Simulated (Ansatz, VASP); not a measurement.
**Two plane-wave programs on WS**

The input INCAR:

```
SYSTEM = WS
  PREC = Accurate
  ENCUT = 520
  EDIFF = 1E-7
  ISMEAR = -1
  SIGMA = 0.05
  LREAL = .FALSE.
  LASPH = .TRUE.
  NELM = 150
  ALGO = Normal
  ISIF = 2
  LWAVE = .FALSE.
  LCHARG = .FALSE.
  LMAXMIX = 4
  LDAU = .TRUE.
  LDAUTYPE = 2
  LDAUL = 2 -1
  LDAUU = 1 0
  LDAUJ = 0 0
  LDAUPRINT = 1
  GGA = CA
  NBANDS = 17
```

KPOINTS

```
Automatic mesh
0
G
  9 9 9
  0 0 0
```

The input POSCAR:

```
WS
1.0
    3.0078900000      0.0000000000      0.0000000000
    0.0000000000      3.0078900000      0.0000000000
    0.0000000000      0.0000000000      3.0078900000
W S
1 1
Direct
    0.5000000000      0.5000000000      0.5000000000
    0.0000000000      0.0000000000      0.0000000000
```

Contents of input.yaml:

```yaml
crystal:
  lattice:
    - [3.00789, 0.0, 0.0]
    - [0.0, 3.00789, 0.0]
    - [0.0, 0.0, 3.00789]
  atoms:
    - { symbol: W, position: [0.5, 0.5, 0.5] }
    - { symbol: S, position: [0.0, 0.0, 0.0] }
hamiltonian:
  xc: lda
  pseudopotentials: { kind: paw }
  hubbard: { sites: [{ species: W, l: d, u_eff: 1.0 }] }
kpoints:
  mp_grid: { grid: [9, 9, 9] }
  band_path:
    path:
      - [[0.0, 0.0, 0.0], [0.0, 0.5, 0.0], [0.5, 0.5, 0.0], [0.0, 0.0, 0.0], [0.5, 0.5, 0.5], [0.0, 0.5, 0.0]]
      - [[0.5, 0.5, 0.0], [0.5, 0.5, 0.5]]
    npoints: 14
scf:
  occupations: { method: fermi_dirac, width: 0.05 }
  n_extra_bands: 6
output:
  forces: true
  stress: true
  eigenvalues: true
  fatbands: false
```

Alike in both runs: functional LDA; k mesh 9 × 9 × 9; occupations fermi-dirac, width 0.05 eV; no spin polarisation; Hubbard terms W d U = 1.0 eV.

|  | VASP | Ansatz |
| --- | --- | --- |
| version | VASP 6.6.1 | Ansatz 0.2.0 |
| potentials or method | VASP PAW LDA potentials, release 64 (W_sv, S) | Ansatz PAW |
| plane-wave cutoff (eV) | 520 | 420 |
| valence electrons in the cell | 20 | 20 |
| task | single point | band structure |

VASP gave:

* gap on the k mesh at the Fermi level (eV): none
* pressure (GPa): -9.0

Problem. Estimate Ansatz's values.

Solution. gap on the k mesh at the Fermi level (eV): none; pressure (GPa): -11.4.

LDA's correlation is that of Perdew and Zunger in VASP and of Perdew and Wang (1992) in Ansatz. The programs project onto different local orbitals, so the same U acts differently, and such runs can settle in different states. A gap of «none» marks a metal or a gap that the smearing closes.

Spin-orbit coupling is off throughout.
